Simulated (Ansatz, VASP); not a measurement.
## One calculation of TaN, two programs

INCAR

```
SYSTEM = TaN
PREC = Accurate
ENCUT = 600
EDIFF = 1E-6
ISMEAR = 1
SIGMA = 0.1
LREAL = .False.
LASPH = .True.
NELM = 120
ALGO = Normal
ISIF = 2
LWAVE = .False.
LCHARG = .False.
GGA = PS
NBANDS = 78
GGA_COMPAT = .False.
```

KPOINTS

```
regular mesh
0
Gamma
  4 4 4
  0 0 0
```

POSCAR

```
TaN
1.0
    0.0000000000      4.4157308772      4.4157308772
    4.4157308772      0.0000000000      4.4157308772
    4.4157308772      4.4157308772      0.0000000000
Ta N
8 8
Direct
    0.2500000000      0.2500000000      0.2500000000
    0.2500000000      0.2500000000      0.7500000000
    0.2500000000      0.7500000000      0.2500000000
    0.2500000000      0.7500000000      0.7500000000
    0.7500000000      0.2500000000      0.2500000000
    0.7500000000      0.2500000000      0.7500000000
    0.7500000000      0.7500000000      0.2500000000
    0.7500000000      0.7500000000      0.7500000000
    0.0000000000      0.0000000000      0.0000000000
    0.0000000000      0.0000000000      0.5000000000
    0.0000000000      0.5000000000      0.0000000000
    0.0000000000      0.5000000000      0.5000000000
    0.5000000000      0.0000000000      0.0000000000
    0.5000000000      0.0000000000      0.5000000000
    0.5000000000      0.5000000000      0.0000000000
    0.5000000000      0.5000000000      0.5000000000
```

Input for Ansatz:

```yaml
crystal:
  lattice:
    - [0.0, 4.4157308772, 4.4157308772]
    - [4.4157308772, 0.0, 4.4157308772]
    - [4.4157308772, 4.4157308772, 0.0]
  atoms:
    - { symbol: Ta, position: [0.25, 0.25, 0.25] }
    - { symbol: "N", position: [0.0, 0.0, 0.0] }
    - { symbol: Ta, position: [0.25, 0.25, 0.75] }
    - { symbol: "N", position: [0.0, 0.0, 0.5] }
    - { symbol: Ta, position: [0.25, 0.75, 0.25] }
    - { symbol: "N", position: [0.0, 0.5, 0.0] }
    - { symbol: Ta, position: [0.25, 0.75, 0.75] }
    - { symbol: "N", position: [0.0, 0.5, 0.5] }
    - { symbol: Ta, position: [0.75, 0.25, 0.25] }
    - { symbol: "N", position: [0.5, 0.0, 0.0] }
    - { symbol: Ta, position: [0.75, 0.25, 0.75] }
    - { symbol: "N", position: [0.5, 0.0, 0.5] }
    - { symbol: Ta, position: [0.75, 0.75, 0.25] }
    - { symbol: "N", position: [0.5, 0.5, 0.0] }
    - { symbol: Ta, position: [0.75, 0.75, 0.75] }
    - { symbol: "N", position: [0.5, 0.5, 0.5] }
basis:
  ecutwfc: 420
  xc_grid: 2
hamiltonian:
  xc: pbesol
  pseudopotentials: { kind: paw, azcp: { folder: soft_1 } }
kpoints:
  mp_grid: { grid: [4, 4, 4] }
scf:
  occupations: { method: methfessel_paxton, width: 0.1 }
  max_iter: 120
output:
  forces: true
  stress: true
```

Alike in both runs: task single point; functional PBEsol; k mesh 4 × 4 × 4; occupations methfessel-paxton of order 1, width 0.1 eV; no spin polarisation.

```csv
,VASP,Ansatz
version,VASP 6.6.1,Ansatz 0.2.0
potentials or method,"VASP PAW PBE potentials, release 64 (Ta_pv, N), cutoff 600 eV",plane-wave PAW DFT
valence electrons in the cell,128,144
```

|  | VASP | Ansatz | Ansatz less VASP |
| --- | --- | --- | --- |
| pressure (GPa) | -8.3 | -9.3 | -0.97 |

VASP's potentials were made for PBE, not for PBEsol, and Ansatz warns of the same on its side. VASP's potentials hold 128 valence electrons a cell and Ansatz's 144, so a difference there can come from the potentials and not from the codes.

Spin-orbit coupling is off throughout.
